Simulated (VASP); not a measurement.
A run of VASP 6.6.1 is set up as follows.

Contents of INCAR:

```
ALGO = Normal
EDIFF = 1E-6
ENCUT = 600
GGA_COMPAT = F
ISIF = 2
ISMEAR = 0
LASPH = T
LCHARG = F
LREAL = F
LWAVE = F
NBANDS = 16
NELM = 120
PREC = Accurate
SIGMA = 0.15
```

The input KPOINTS:

```
k-points
0
Gamma
  18 18 18
```

POSCAR

```
WC
1.0
    0.0000000000      2.1926840000      2.3023182000
    2.1926840000      0.0000000000      2.3023182000
    2.1926840000      2.1926840000      0.0000000000
W C
1 1
Direct
    0.0000000000      0.0000000000      0.0000000000
    0.5000000000      0.5000000000      0.5000000000
```

Potentials or basis: VASP PAW LDA potentials, release 64 (W_sv, C).

Command:

```console
$ cat potpaw_LDA.64/W_sv/POTCAR potpaw_LDA.64/C/POTCAR > POTCAR
$ mpirun -np 1 vasp_std > vasp.out
```

(1) What does it give for the pressure?

(2) What does it give for the band gap on the k mesh?

Results:

(1) -27.3 GPa.

(2) zero (band 9 reaches 12.35 eV, above the bottom of band 10 at 9.65 eV).

Caveat: the cell differs from its parent crystal (strain +0.000 along x and y, +0.050 along z); spin-orbit coupling is left out, which moves the levels of the heavy elements.
